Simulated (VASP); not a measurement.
A run of VASP 6.6.1 is set up as follows.

Contents of INCAR:

```
PREC = Accurate
ENCUT = 520
EDIFF = 1E-7
ISMEAR = 0
SIGMA = 0.1
LREAL = F
LASPH = T
NELM = 80
ALGO = Normal
ISIF = 2
LWAVE = F
LCHARG = F
LDIPOL = T
IDIPOL = 3
DIPOL = 0.5 0.5 0.361
GGA = PE
NBANDS = 28
```

The input KPOINTS:

```
Automatic mesh
0
Gamma
  10 10 1
```

Contents of POSCAR:

```
Ti3C
1.0
    2.8192036111      0.0000000000      0.0000000000
   -0.9397345370      2.6579706546      0.0000000000
    0.0000000000      0.0000000000     19.8263803360
Ti C
3 1
Direct
    0.5000000000      0.5000000000      0.2017514005
    0.0000000000      0.0000000000      0.3111715305
    0.5000000000      0.5000000000      0.4199647235
    0.5000000000      0.6666666667      0.5128555574
```

Potentials or basis: VASP PAW PBE potentials, release 64 (Ti_sv, C).

Launch:

```console
$ cat potpaw_PBE.64/Ti_sv/POTCAR potpaw_PBE.64/C/POTCAR > POTCAR
$ mpirun -np 1 vasp_std > vasp.out
```

Problem. What does it give for the largest force?

Solution. 1.221 eV/Å.

Problem. Estimate the band gap on the k mesh.

Solution. Zero (band 20 reaches 0.15 eV, above the bottom of band 21 at -0.40 eV).

Forces on the atoms (eV/Å):
```
Ti  -0.050 -0.035 -0.003
Ti   0.070  0.233 -0.374
Ti   0.350 -1.120  0.338
C   -0.370  0.922  0.038
```
